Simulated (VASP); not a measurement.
## HfO2: single point with PBE

Crystal: HfO2.

```xyz
6
Lattice="3.6044 0.0000 0.0000 0.0000 3.6044 0.0000 0.0000 0.0000 5.2640" Properties=species:S:1:pos:R:3 pbc="T T T"
Hf    0.0000    0.0000    0.0000
Hf    1.8022    1.8022    2.6320
O     0.0000    1.8022    1.6143
O     0.0000    1.8022    4.2463
O     1.8022    0.0000    3.6497
O     1.8022    0.0000    1.0177
```

```
Program             : VASP 6.6.1
Task                : single point
Functional          : PBE
Potentials or basis : VASP PAW PBE potentials, release 64 (Hf_pv, O)
Cutoff              : 600 eV
k mesh              : 9 × 9 × 6
Occupations         : gaussian, width 0.02 eV
Spin                : no spin polarisation
```

| Property | Result |
| --- | --- |
| Pressure | -3.4 GPa |
| Largest force | 0.053 eV/Å |
| Band gap on the k mesh | 4.65 eV (least direct gap 4.72 eV) |

Forces on the atoms (eV/Å):
```
Hf   0.000  0.000  0.000
Hf   0.000  0.000  0.000
O    0.000  0.000  0.053
O    0.000  0.000  0.053
O    0.000  0.000 -0.053
O    0.000  0.000 -0.053
```

Stress tensor (GPa, compression positive):
```
-3.45  0.00  0.00
 0.00 -3.45  0.00
 0.00  0.00 -3.29
```

Levels at points of the mesh, in eV from the valence-band top:
| k point | band 19 | band 20 | band 21 | band 22 | band 23 | band 24 | band 25 | band 26 |
| --- | --- | --- | --- | --- | --- | --- | --- | --- |
| (0.00, 0.00, 0.00) | -0.79 | -0.15 | -0.07 | -0.07 | 4.65 | 4.66 | 5.83 | 5.98 |
| (0.00, 0.00, 0.50) | -0.71 | -0.71 | 0.00 | 0.00 | 5.25 | 5.25 | 5.57 | 5.57 |

Run time: 86 s on 1 thread of AMD EPYC 9R45 96-Core Processor (Zen 5), with other jobs on the host, peak memory 0.24 GiB.

Caveat: the cell stands under tension; spin-orbit coupling is left out, which moves the levels of the heavy elements; an odd mesh through Γ misses points on the zone boundary, where band edges can lie.
